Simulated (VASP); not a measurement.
Runs of VASP 6.6.1 on ZrS2. The structure is that of space group P-3m1 (No. 164), or close to it. The cells are those of the table. 

```tsv
cell	gap on the mesh (eV)	pressure (GPa)	largest force (eV/Å)
a = 3.691, b = 3.691, c = 6.111 Å, angles 90.0, 90.0, 120.0°, 3 atoms	1.10	0.5	0.06
a = 3.810, b = 3.810, c = 6.309 Å, angles 90.0, 90.0, 120.0°, 3 atoms	1.14	(b)	0.90
a = 3.564, b = 3.564, c = 5.900 Å, angles 90.0, 90.0, 120.0°, 3 atoms	0.99	(a)	1.44
a = 3.628, b = 3.628, c = 6.008 Å, angles 90.0, 90.0, 120.0°, 3 atoms	1.06	5.6	0.68
a = 3.752, b = 3.752, c = 6.212 Å, angles 90.0, 90.0, 120.0°, 3 atoms	1.13	-3.4	0.47
```

Alike in all rows: task single point; level PBE; potentials or basis VASP PAW PBE potentials, release 64 (Zr_sv, S); no spin polarisation; k mesh 6 × 6 × 2; cutoff (eV) 500; smearing gaussian 0.01 eV.

**Question.** Estimate the missing entries.

**Answer.** (a) 12.1; (b) -6.4.

Caveats: all runs use coarse meshes; this functional lacks dispersion, which binds the layers, so the pressure and a relaxed spacing across them are unreliable; forces of over 1 eV/Å act on the atoms, so gaps and moduli don't describe the material at rest (some runs).

A k mesh can miss the band edges, and the runs leave out spin-orbit coupling on Zr.
